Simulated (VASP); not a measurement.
# HfC (Pm-3m) in VASP: vibrations by perturbation theory with LDA

Aim: the vibrations by perturbation theory of HfC with LDA.

All numbers are computed with VASP 6.6.1; they aren't measurements. Logs are shortened: lines on timing, memory, paths and dates and some standing lists are left out, and cuts for length are marked.

## 1. The cell of the first run

Symmetry: Pm-3m, No. 221, cubic system. The conventional cell has a = 2.805 Å, b = 2.805 Å, c = 2.805 Å, α = 90.00°, β = 90.00°, γ = 90.00°. Within 3.2 Å of Hf (site symmetry m-3m) lie 8 C at 2.43 Å and 6 Hf at 2.81 Å. Within 3.2 Å of C (site symmetry m-3m) lie 8 Hf at 2.43 Å and 6 C at 2.81 Å.

## 2. Vibrations by perturbation theory, LDA

Contents of INCAR:

```
SYSTEM = HfC
ALGO = Normal ; EDIFF = 1E-8
ENCUT = 520 ; IBRION = 8
ISIF = 2 ; ISMEAR = -1
LASPH = .TRUE. ; LCHARG = .TRUE.
LREAL = .FALSE. ; LWAVE = .FALSE.
NELM = 60 ; NSW = 1
PREC = Accurate ; SIGMA = 0.15
```

Contents of KPOINTS:

```
k-points
0
G
  14 14 14
  0 0 0
```

Contents of POSCAR:

```
HfC
1.0
    2.8050000000      0.0000000000      0.0000000000
    0.0000000000      2.8050000000      0.0000000000
    0.0000000000      0.0000000000      2.8050000000
Hf C
1 1
Direct
    0.0000000000      0.0000000000      0.0000000000
    0.5000000000      0.5000000000      0.5000000000
```

Potentials or basis: VASP PAW LDA potentials, release 64 (Hf_pv, C).

On the command line:

```
cat potpaw_LDA.64/Hf_pv/POTCAR potpaw_LDA.64/C/POTCAR > POTCAR
mpirun -np 1 vasp_std > vasp.out
```

OUTCAR:

```text
SYSTEM = HfC
   EDIFF = 1E-8
   ENCUT = 520
   IBRION = 8
   ISIF = 2
   ISMEAR = -1
   LASPH = .TRUE.
   LREAL = .FALSE.
   NELM = 60
   NSW = 1
   PREC = Accurate

 ion  position               nearest neighbor table
   1  0.000  0.000  0.000-   2 2.43   2 2.43   2 2.43   2 2.43   2 2.43   2 2.43   2 2.43   2 2.43

   2  0.500  0.500  0.500-   1 2.43   1 2.43   1 2.43   1 2.43   1 2.43   1 2.43   1 2.43   1 2.43

  LATTYP: Found a simple cubic cell.
 ALAT       =     2.8050000000

  Lattice vectors:

 A1 = (   2.8050000000,   0.0000000000,   0.0000000000)
 A2 = (   0.0000000000,   2.8050000000,   0.0000000000)
 A3 = (   0.0000000000,   0.0000000000,   2.8050000000)

Analysis of symmetry for initial positions (statically):
=====================================================================
 Subroutine PRICEL returns:
 Original cell was already a primitive cell.

 Routine SETGRP: Setting up the symmetry group for a
 simple cubic supercell.

 Subroutine GETGRP returns: Found 48 space group operations
 (whereof 48 operations were pure point group operations)
 out of a pool of 48 trial point group operations.

The static configuration has the point symmetry O_h .

Analysis of symmetry for dynamics (positions and initial velocities):
=====================================================================
 Subroutine PRICEL returns:
 Original cell was already a primitive cell.

 Routine SETGRP: Setting up the symmetry group for a
 simple cubic supercell.

 Subroutine GETGRP returns: Found 48 space group operations
 (whereof 48 operations were pure point group operations)
 out of a pool of 48 trial point group operations.

The dynamic configuration has the point symmetry O_h .

 Subroutine INISYM returns: Found 48 space group operations
 (whereof 48 operations are pure point group operations),
 and found     1 'primitive' translations

----------------------------------------------------------------------------------------

                                     Primitive cell

  volume of cell :      22.0698

  direct lattice vectors                    reciprocal lattice vectors
     2.805000000  0.000000000  0.000000000     0.356506239  0.000000000  0.000000000
     0.000000000  2.805000000  0.000000000     0.000000000  0.356506239  0.000000000
     0.000000000  0.000000000  2.805000000     0.000000000  0.000000000  0.356506239

  length of vectors
     2.805000000  2.805000000  2.805000000     0.356506239  0.356506239  0.356506239

  position of ions in fractional coordinates (direct lattice)
     0.000000000  0.000000000  0.000000000
     0.500000000  0.500000000  0.500000000

  ion indices of the primitive-cell ions
   primitive index   ion index
                 1           1
                 2           2

----------------------------------------------------------------------------------------

 KPOINTS: k-points

Automatic generation of k-mesh.
 Grid dimensions read from file:
 generate k-points for:   14   14   14

 Generating k-lattice:

  Cartesian coordinates                     Fractional coordinates (reciprocal lattice)
     0.025464731  0.000000000  0.000000000     0.071428571  0.000000000  0.000000000
     0.000000000  0.025464731  0.000000000     0.000000000  0.071428571  0.000000000
     0.000000000  0.000000000  0.025464731     0.000000000  0.000000000  0.071428571

  Length of vectors
     0.025464731  0.025464731  0.025464731

  Shift w.r.t. Gamma in fractional coordinates (k-lattice)
     0.000000000  0.000000000  0.000000000

 Subroutine IBZKPT returns following result:
 ===========================================
[... 82 lines left out ...]
 maximum number of plane-waves:       624
 NGX is ok and might be reduce to    24
   NGX = 11   NGY = 11   NGZ = 11

--------------------------------------- Ionic step        1  -------------------------------------------

 number of electron      14.0000001 magnetization

 Free energy of the ion-electron system (eV)
  ---------------------------------------------------
  ext. energy  EPLUGINS =         0.00000000
  ---------------------------------------------------
  free energy    TOTEN  =       -20.28082952 eV

  energy without entropy =      -20.15347636  energy(sigma->0) =      -20.21715294

 E-fermi :   7.3708     XC(G=0): -13.2329

 val. band max:        7.3510045852   @ k =   0.5000   0.5000   0.1429
 cond. band min:       7.3739018847   @ k =   0.5000   0.2143   0.0000
 fundamental gap:      0.0228972995
 Fermi energy:         7.3708163947

 k-point     1 :       0.0000    0.0000    0.0000
  band No.  band energies     occupation
      1     -22.0156      2.00000
      2     -22.0156      2.00000
      3     -22.0156      2.00000
      4      -5.8100      2.00000
      5       5.1072      2.00000
      6       5.1072      2.00000
      7       8.6034      0.00054
      8       8.6034      0.00054
      9       8.6034      0.00054
     10      14.1462      0.00000
     11      14.1462      0.00000
[... 309 lines left out ...]
 k-point    24 :       0.3571    0.2143    0.0000
  band No.  band energies     occupation
      1     -23.1298      2.00000
      2     -22.4581      2.00000
      3     -21.8450      2.00000
      4      -2.8984      2.00000
      5       2.3175      2.00000
      6       5.2632      2.00000
      7       7.0708      1.76166
      8       7.5346      0.50258
      9      12.3775      0.00000
     10      13.0154      0.00000
     11      14.2420      0.00000

 [... further k-points ...]

------------------------ aborting loop because EDIFF is reached ----------------------------------------

  FORCE on cell =-STRESS in cart. coord.  units (eV):
  Direction    XX          YY          ZZ          XY          YZ          ZX
  --------------------------------------------------------------------------------------
  -------------------------------------------------------------------------------------
  Total        1.4210310      1.4210310      1.4210310      0.0000000     -0.0000000      0.0000000
  in kB      103.1609990    103.1609990    103.1609990      0.0000000     -0.0000000      0.0000000
  external PRESSURE =     103.1609990 kB  Pullay stress =       0.0000000 kB

 VOLUME and BASIS-vectors are now :
 -----------------------------------------------------------------------------
  energy-cutoff  :      520.00
  volume of cell :       22.07
      direct lattice vectors                 reciprocal lattice vectors
     2.805000000  0.000000000  0.000000000     0.356506239  0.000000000  0.000000000
     0.000000000  2.805000000  0.000000000     0.000000000  0.356506239  0.000000000
     0.000000000  0.000000000  2.805000000     0.000000000  0.000000000  0.356506239

 POSITION                                       TOTAL-FORCE (eV/Angst)
 -----------------------------------------------------------------------------------
      0.00000      0.00000      0.00000         0.000000      0.000000      0.000000
      1.40250      1.40250      1.40250         0.000000      0.000000      0.000000
 -----------------------------------------------------------------------------------
    total drift:                                0.000000      0.000000     -0.000000

  FREE ENERGIE OF THE ION-ELECTRON SYSTEM (eV)
  ---------------------------------------------------
  free  energy   TOTEN  =       -20.2808295236 eV

  energy  without entropy=      -20.1534763550  energy(sigma->0) =      -20.21715294

[... ionic steps 2 to 3 ...]

--------------------------------------- Ionic step        4  -------------------------------------------

------------------------ aborting loop because EDIFF is reached ----------------------------------------

[... ionic steps 5 to 6 ...]

--------------------------------------- Ionic step        7  -------------------------------------------

 Free energy of the ion-electron system (eV)
  ---------------------------------------------------
  ---------------------------------------------------
  free energy    TOTEN  =        -0.11710814 eV

  energy without entropy =       -0.11710817

------------------------ aborting loop because EDIFF is reached ----------------------------------------

 INTERNAL STRAIN TENSOR  FOR ION    2  DIRECTION 1   (eV/Angst):
 -----------------------------------------------------------------------------
     0.06569 -0.00000  0.00000
     0.00000 -0.02501  0.00000
     0.00000  0.00000 -0.02501

 INTERNAL STRAIN TENSOR FOR ION    2 for displacements in x,y,z  (eV/Angst):
          X           Y           Z          XY          YZ          ZX
  --------------------------------------------------------------------------------
  x     0.00000     0.00000     0.00000     0.00000     0.00000     0.00000
  y     0.00000     0.00000     0.00000     0.00000     0.00000     0.00000
  z     0.00000     0.00000     0.00000     0.00000     0.00000     0.00000

 SECOND DERIVATIVES (NOT SYMMETRIZED)
 ------------------------------------
               1X          1Y          1Z          2X          2Y          2Z
  1X    -2.539131    0.000000   -0.000000    2.539131   -0.000000    0.000000
  1Y    -0.000000   -2.539131   -0.000000    0.000000    2.539131    0.000000
  1Z     0.000000   -0.000000   -2.539131   -0.000000    0.000000    2.539131
  2X     2.529404   -0.000000   -0.000000   -2.529404    0.000000    0.000000
  2Y    -0.000000    2.529404   -0.000000    0.000000   -2.529404    0.000000
  2Z     0.000000    0.000000    2.529404    0.000000   -0.000000   -2.529404

 Eigenvectors and eigenvalues of the dynamical matrix
 ----------------------------------------------------

   1 f  =    7.412499 THz    46.574103 2PiTHz  247.254344 cm-1    30.655618 meV
             X         Y         Z           dx          dy          dz
      0.000000  0.000000  0.000000     0.247827   -0.043110   -0.000000
      1.402500  1.402500  1.402500    -0.953526    0.165868    0.000000
[... 21 lines left out ...]
   6 f/i=    0.003463 THz     0.021760 2PiTHz    0.115521 cm-1     0.014323 meV
             X         Y         Z           dx          dy          dz
      0.000000  0.000000  0.000000     0.012192    0.005898    0.967750
      1.402500  1.402500  1.402500     0.003169    0.001533    0.251524

--------------------------------------------------------------------------------------------------------

 ELASTIC MODULI CONTR FROM IONIC RELAXATION (kBar)
 Direction    XX          YY          ZZ          XY          YZ          ZX
 --------------------------------------------------------------------------------
 XX           0.0000      0.0000      0.0000      0.0000      0.0000      0.0000
 YY           0.0000      0.0000      0.0000      0.0000      0.0000      0.0000
 ZZ           0.0000      0.0000      0.0000      0.0000      0.0000      0.0000
 XY           0.0000      0.0000      0.0000      0.0000      0.0000      0.0000
 YZ           0.0000      0.0000      0.0000      0.0000      0.0000      0.0000
 ZX           0.0000      0.0000      0.0000      0.0000      0.0000      0.0000
 --------------------------------------------------------------------------------
```

Run time: 1.8 min. Hardware: 1 thread of Intel Xeon 6975P-C (Granite Rapids), shared host; peak memory 0.3 GiB.

What came out:

| Quantity | Value |
| --- | --- |
| Highest phonon frequency at Γ, LO-TO splitting left out | 247 cm⁻¹ |

Phonon frequencies in cm⁻¹ (negative: imaginary):
| q point | frequencies |
| --- | --- |
| (0.000, 0.000, 0.000) | 0 0 0 247 247 247 |

Caveat: the cell wasn't relaxed at this level first, which shifts response properties; spin-orbit coupling is left out, which moves the levels of the heavy elements.
